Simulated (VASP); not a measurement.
# SnSe (Fm-3m) in VASP: notebook, part 3 of 3

VASP 6.6.1. The steps go on from the part before.

### Step 5. Single point, r2SCAN

This run uses another cell than the first one, of 29.18 Å³/atom.

File POSCAR:

```
SnSe
1.0
    0.0000000000      3.0786554565      3.0786554565
    3.0786554565      0.0000000000      3.0786554565
    3.0786554565      3.0786554565      0.0000000000
Sn Se
1 1
Direct
    0.0000000000      0.0000000000      0.0000000000
    0.5000000000      0.5000000000      0.5000000000
```

File INCAR.step1:

```
ALGO = Normal
EDIFF = 1E-4
ENCUT = 520
GGA = PE
ISMEAR = 0
LASPH = True
LCHARG = False
LREAL = False
LWAVE = True
NBANDS = 17
NELM = 60
PREC = Accurate
SIGMA = 0.01
```

File INCAR.step2:

```
ALGO = Normal
EDIFF = 1E-6
ENCUT = 520
ISIF = 2
ISMEAR = 0
ISTART = 1
LASPH = True
LCHARG = False
LMIXTAU = True
LREAL = False
LWAVE = False
METAGGA = R2SCAN
NBANDS = 17
NELM = 60
PREC = Accurate
SIGMA = 0.01
```

File KPOINTS:

```
k-points
0
Gamma
  6 6 6
```

Potentials or basis: VASP PAW PBE potentials, release 64 (Sn_d, Se).

Started as:

```
cat potpaw_PBE.64/Sn_d/POTCAR potpaw_PBE.64/Se/POTCAR > POTCAR
cp INCAR.step1 INCAR
mpirun -np 1 vasp_std > vasp.out
cp INCAR.step2 INCAR
mpirun -np 1 vasp_std > vasp.out
```

OUTCAR:

```text
EDIFF = 1E-6
   ENCUT = 520
   ISIF = 2
   ISMEAR = 0
   ISTART = 1
   LASPH = True
   LREAL = False
   METAGGA = R2SCAN
   NELM = 60
   PREC = Accurate

 ion  position               nearest neighbor table
   1  0.000  0.000  0.000-   2 3.08   2 3.08   2 3.08   2 3.08   2 3.08   2 3.08
   2  0.500  0.500  0.500-   1 3.08   1 3.08   1 3.08   1 3.08   1 3.08   1 3.08

  LATTYP: Found a face centered cubic cell.
 ALAT       =     6.1573109130

  Lattice vectors:

 A1 = (   0.0000000000,   3.0786554565,   3.0786554565)
 A2 = (   3.0786554565,   0.0000000000,   3.0786554565)
 A3 = (   3.0786554565,   3.0786554565,   0.0000000000)

Analysis of symmetry for initial positions (statically):
=====================================================================
 Subroutine PRICEL returns:
 Original cell was already a primitive cell.

 Routine SETGRP: Setting up the symmetry group for a
 face centered cubic supercell.

 Subroutine GETGRP returns: Found 48 space group operations
 (whereof 48 operations were pure point group operations)
 out of a pool of 48 trial point group operations.

[... 149 lines left out ...]
  free energy    TOTEN  =       -39.84303941 eV

  energy without entropy =      -39.84303941  energy(sigma->0) =      -39.84303941

 E-fermi :   5.0789     XC(G=0):  -9.8680

 val. band max:        5.0003677561   @ k =   0.5000   0.0000   0.0000
 cond. band min:       5.1627209912   @ k =   0.5000   0.0000   0.0000
 fundamental gap:      0.1623532351
 Fermi energy:         5.0789018629

 k-point     1 :       0.0000    0.0000    0.0000
  band No.  band energies     occupation
      1     -17.6082      2.00000
      2     -17.6082      2.00000
      3     -17.6082      2.00000
      4     -17.6076      2.00000
      5     -17.6076      2.00000
      6      -9.3079      2.00000
[... 297 lines left out ...]
      4     -17.5995      2.00000
      5     -17.5949      2.00000
      6      -8.2238      2.00000
[... 9 lines left out ...]
     16      16.0915      0.00000
     17      17.8389      0.00000

------------------------ aborting loop because EDIFF is reached ----------------------------------------

  FORCE on cell =-STRESS in cart. coord.  units (eV):
  Direction    XX          YY          ZZ          XY          YZ          ZX
  --------------------------------------------------------------------------------------
  -------------------------------------------------------------------------------------
  Total       -1.2708954     -1.2708954     -1.2708954      0.0000000      0.0000000      0.0000000
  in kB      -34.8904942    -34.8904942    -34.8904942      0.0000000      0.0000000      0.0000000
  external PRESSURE =     -34.8904942 kB  Pullay stress =       0.0000000 kB

 VOLUME and BASIS-vectors are now :
 -----------------------------------------------------------------------------
  energy-cutoff  :      520.00
  volume of cell :       58.36
      direct lattice vectors                 reciprocal lattice vectors
     0.000000000  3.078655456  3.078655456    -0.162408560  0.162408560  0.162408560
     3.078655456  0.000000000  3.078655456     0.162408560 -0.162408560  0.162408560
     3.078655456  3.078655456  0.000000000     0.162408560  0.162408560 -0.162408560

 POSITION                                       TOTAL-FORCE (eV/Angst)
 -----------------------------------------------------------------------------------
      0.00000      0.00000      0.00000        -0.000000     -0.000000     -0.000000
      3.07866      3.07866      3.07866         0.000000      0.000000      0.000000
 -----------------------------------------------------------------------------------
    total drift:                                0.000000     -0.000000     -0.000000

  FREE ENERGIE OF THE ION-ELECTRON SYSTEM (eV)
  ---------------------------------------------------
  free  energy   TOTEN  =       -39.8430394126 eV

  energy  without entropy=      -39.8430394126  energy(sigma->0) =      -39.84303941
```

OSZICAR.step1:

```text
N       E                     dE             d eps       ncg     rms          rms(c)
DAV:   1     0.132001313356E+03    0.13200E+03   -0.98793E+03   552   0.138E+03
DAV:   2     0.454557404900E+01   -0.12746E+03   -0.12339E+03   568   0.338E+02
DAV:   3    -0.808829201878E+01   -0.12634E+02   -0.12558E+02   644   0.942E+01
DAV:   4    -0.842344664193E+01   -0.33515E+00   -0.33495E+00   682   0.164E+01
DAV:   5    -0.843209363977E+01   -0.86470E-02   -0.86463E-02   716   0.263E+00    0.286E+00
DAV:   6    -0.821044892663E+01    0.22164E+00   -0.59047E-01   757   0.413E+00    0.166E+00
DAV:   7    -0.821020988048E+01    0.23905E-03   -0.87821E-02   636   0.130E+00    0.874E-01
DAV:   8    -0.821244889102E+01   -0.22390E-02   -0.99152E-03   647   0.818E-01    0.124E-01
DAV:   9    -0.821220227870E+01    0.24661E-03   -0.17400E-03   738   0.292E-01    0.575E-02
DAV:  10    -0.821229311305E+01   -0.90834E-04   -0.20937E-04   595   0.788E-02
   1 F= -.82122931E+01 E0= -.82122931E+01  d E =-.741687E-29
```

It took 91 s on 1 thread of Intel Xeon 8259CL, shared host; peak memory 0.19 GiB.

What came out:

| Item | Value |
| --- | --- |
| Free energy | -39.8430 eV |
| Pressure | -3.5 GPa |
| Band gap on the k mesh | 0.16 eV |

Caveat: the cell stands under tension; the PAW data sets were made with another functional, which shifts forces and pressure a little; spin-orbit coupling is left out, which moves the levels of the heavy elements. A k mesh can miss the band edges.

### Step 6. The runs side by side

```csv
cell,gap on the mesh (eV),pressure (GPa)
"a = 4.185 Å, angles 60.0°, 2 atoms",0.70,2.6
"a = 4.271 Å, angles 60.0°, 2 atoms",0.41,-0.9
"a = 4.313 Å, angles 60.0°, 2 atoms",0.28,-2.3
"a = 4.354 Å, angles 60.0°, 2 atoms",0.16,-3.5
```

Alike in all rows: task single point; level r2SCAN; potentials or basis VASP PAW PBE potentials, release 64 (Sn_d, Se); no spin polarisation; k mesh 6 × 6 × 6; cutoff (eV) 520; smearing gaussian 0.01 eV.

Caveats: the PAW data sets were made with another functional, which shifts forces and pressure a little; spin-orbit coupling is left out, which moves the levels of the heavy elements; the cell stands under tension (at least some runs).

Absolute energies hang on the potentials; compare differences alone.
